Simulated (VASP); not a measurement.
Runs of VASP 6.6.1 on Cu. The structure is that of space group P6_3/mmc (No. 194), or close to it. The cells are those of the table. This isn't the form of Cu at room conditions, which is fcc.

| cell | further INCAR settings | gap on the mesh (eV) | pressure (GPa) |
| --- | --- | --- | --- |
| a = 2.521, b = 2.521, c = 4.219 Å, angles 90.0, 90.0, 120.0°, 2 atoms | ALGO = Fast; EDIFF = 1e-07; NBANDS = 18 | none | -3.1 |
| a = 2.584, b = 2.584, c = 3.911 Å, angles 90.0, 90.0, 120.0°, 2 atoms | ALGO = Fast; EDIFF = 1e-06; NBANDS = 18 | none | 2.1 |
| a = 2.458, b = 2.458, c = 4.322 Å, angles 90.0, 90.0, 120.0°, 2 atoms | ALGO = Fast; EDIFF = 1e-06; NBANDS = 18 | none | 1.9 |
| a = 2.458, b = 2.458, c = 4.117 Å, angles 90.0, 90.0, 120.0°, 2 atoms | ALGO = Fast; EDIFF = 1e-06; NBANDS = 18 | none | 10.5 |
| a = 2.521, b = 2.521, c = 4.322 Å, angles 90.0, 90.0, 120.0°, 2 atoms | ALGO = Fast; EDIFF = 1e-06; NBANDS = 18 | none | (a) |
| a = 2.521, b = 2.521, c = 4.014 Å, angles 90.0, 90.0, 120.0°, 2 atoms | ALGO = Fast; EDIFF = 1e-07; NBANDS = 18 | none | (b) |

Alike in all rows: task single point; level PBEsol; potentials or basis VASP PAW PBE potentials, release 64 (Cu); no spin polarisation; k mesh 30 × 30 × 14; cutoff (eV) 520; smearing gaussian 0.15 eV.

**Question.** Estimate the missing entries.

**Answer.** (a) -6.2; (b) 5.6.

Caveats: the PAW data sets were made with another functional, which shifts forces and pressure a little; the cell stands under tension (at least some runs); the stress differs along the axes, from -3 to 12 GPa (at least some runs); the stress differs along the axes, from -8 to 7 GPa (at least some runs); the stress differs along the axes, from 7 to 12 GPa (at least some runs); the stress differs along the axes, from -11 to -4 GPa (at least some runs); the stress differs along the axes, from 3 to 10 GPa (at least some runs).

A gap of «none» marks levels without a gap at the run's occupations.
